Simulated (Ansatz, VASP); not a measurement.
**Pb in VASP and in Ansatz**

File INCAR:

```
SYSTEM = Pb
PREC     = Accurate       ! precision mode
ENCUT    = 500            ! plane-wave cutoff, eV
EDIFF    = 1E-6           ! SCF threshold, eV
ISMEAR   = 0              ! smearing method
SIGMA    = 0.1            ! smearing width, eV
LREAL    = .FALSE.        ! projectors in reciprocal space
LASPH    = .TRUE.         ! aspherical terms in the spheres
NELM     = 120            ! most SCF steps
ALGO     = Normal         ! electronic algorithm
ISIF     = 2              ! what is computed and relaxed
LWAVE    = .FALSE.        ! write WAVECAR
LCHARG   = .FALSE.        ! write CHGCAR
GGA      = PE             ! functional
NBANDS   = 21             ! bands
GGA_COMPAT= .FALSE.
```

Contents of KPOINTS:

```
regular mesh
0
G
  3 3 1
  0 0 0
```

POSCAR

```
Pb
1.0
    3.4715901269      0.0000000000      0.0000000000
   -1.7357950634      3.0064852414      0.0000000000
    0.0000000000      0.0000000000      5.9973895700
Pb
2
Direct
    0.3333333333      0.6666666667      0.2500000000
    0.6666666667      0.3333333333      0.7500000000
```

Input for Ansatz:

```yaml
crystal:
  lattice:
    - [3.4715901269, 0.0, 0.0]
    - [-1.7357950634, 3.0064852414, 0.0]
    - [0.0, 0.0, 5.99738957]
  atoms:
    - { symbol: Pb, position: [0.3333333333, 0.6666666667, 0.25] }
    - { symbol: Pb, position: [0.6666666667, 0.3333333333, 0.75] }
basis:
  ecutwfc: "39 Ry"
kpoints:
  mp_grid: { grid: [3, 3, 1] }
hamiltonian:
  xc: pbe
scf:
  occupations: { method: gaussian, width: 0.1 }
  max_iter: 30
  convergence: { dr2_threshold: "1e-7 eV" }
output:
  forces: true
  stress: true
  eigenvalues: true
```

Alike in both runs: task single point; functional PBE; k mesh 3 × 3 × 1; occupations gaussian, width 0.1 eV; no spin polarisation.

```csv
,VASP,Ansatz
version,VASP 6.6.1,Ansatz 0.2.0
potentials or method,"VASP PAW PBE potentials, release 64 (Pb_d), cutoff 500 eV","scalar-relativistic, plane waves, PAW"
valence electrons in the cell,28,28
```

|  | VASP | Ansatz | Ansatz less VASP |
| --- | --- | --- | --- |
| gap on the k mesh at the Fermi level (eV) | none | none | - |
| pressure (GPa) | -1.6 | -1.5 | +0.04 |
| traceless stress, the component that is largest in VASP (GPa) | 0.87 | 0.88 | +0.013 |

A gap of «none» marks a metal or a gap that the smearing closes. Ansatz's warnings: stress scf threshold loose.

The k mesh is coarse, so the values compare programs but aren't converged. Neither program's run includes spin-orbit coupling.
